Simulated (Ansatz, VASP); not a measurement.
## AlRu: VASP beside Ansatz

```xyz
2
Lattice="2.9764 0.0000 0.0000 0.0000 2.9764 0.0000 0.0000 0.0000 2.9764" Properties=species:S:1:pos:R:3 pbc="T T T"
Al    0.0001    0.0001    0.0000
Ru    1.4881    1.4881    1.4882
```

Change from the starting cell: atom 2 moved 1.20 Å; relaxed back.

Alike in both runs: functional PBEsol; k mesh 12 × 12 × 12; occupations gaussian, width 0.15 eV; no spin polarisation.

Ansatz relaxed the structure, and its values are those at the end. VASP's run is a single point on that final structure, the one shown.

|  | VASP | Ansatz |
| --- | --- | --- |
| version | VASP 6.6.1 | Ansatz 0.2.0 |
| potentials or method | VASP PAW PBE potentials, release 64 (Al, Ru_pv), cutoff 520 eV | scalar-relativistic, plane waves, PAW |
| valence electrons in the cell | 17 | 19 |

|  | VASP | Ansatz | Ansatz less VASP |
| --- | --- | --- | --- |
| gap on the k mesh at the Fermi level (eV) | none | none | - |
| pressure (GPa) | -0.1 | -0.1 | -0.04 |

VASP's potentials were made for PBE, not for PBEsol. A gap of «none» marks a metal or a gap that the smearing closes. The functional is the same, so the differences come from potentials, cutoffs and numerics. VASP's potentials hold 17 valence electrons a cell and Ansatz's 19, so a difference there can come from the potentials and not from the codes. Ansatz's warnings: stress scf threshold loose.
